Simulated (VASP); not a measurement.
Input of a VASP 6.6.1 run:

File INCAR:

```
SYSTEM = AlIn
PREC = Accurate
ENCUT = 520
EDIFF = 1E-6
ISMEAR = -1
SIGMA = 0.05
LREAL = .False.
LASPH = .True.
NELM = 60
ALGO = Normal
ISIF = 2
LWAVE = .False.
LCHARG = .True.
GGA = PE
LELF = .True.
LVHAR = .True.
NBANDS = 15
```

Contents of KPOINTS:

```
Automatic mesh
0
Gamma
  8 8 4
  0 0 0
```

The input POSCAR:

```
AlIn
1.0
    3.0541300000      0.0000000000      0.0000000000
   -1.5270700000      2.6449600000      0.0000000000
    0.0000000000      0.0000000000      6.0611408000
Al In
1 1
Direct
    0.0000000000      0.0000000000      0.0000000000
    0.0000000000      0.0000000000      0.5000000000
```

Potentials or basis: VASP PAW PBE potentials, release 64 (Al, In_d).

Command:

```bash
$ cat potpaw_PBE.64/Al/POTCAR potpaw_PBE.64/In_d/POTCAR > POTCAR
$ mpirun -np 1 vasp_std > vasp.out
```

(1) What does it give for the band gap on the k mesh?

(2) What does it give for the pressure?

## Answers

(1) zero (band 8 reaches 7.90 eV, above the bottom of band 9 at 4.01 eV).

(2) -1.5 GPa.

Caveat: spin-orbit coupling is left out, which moves the levels of the heavy elements.
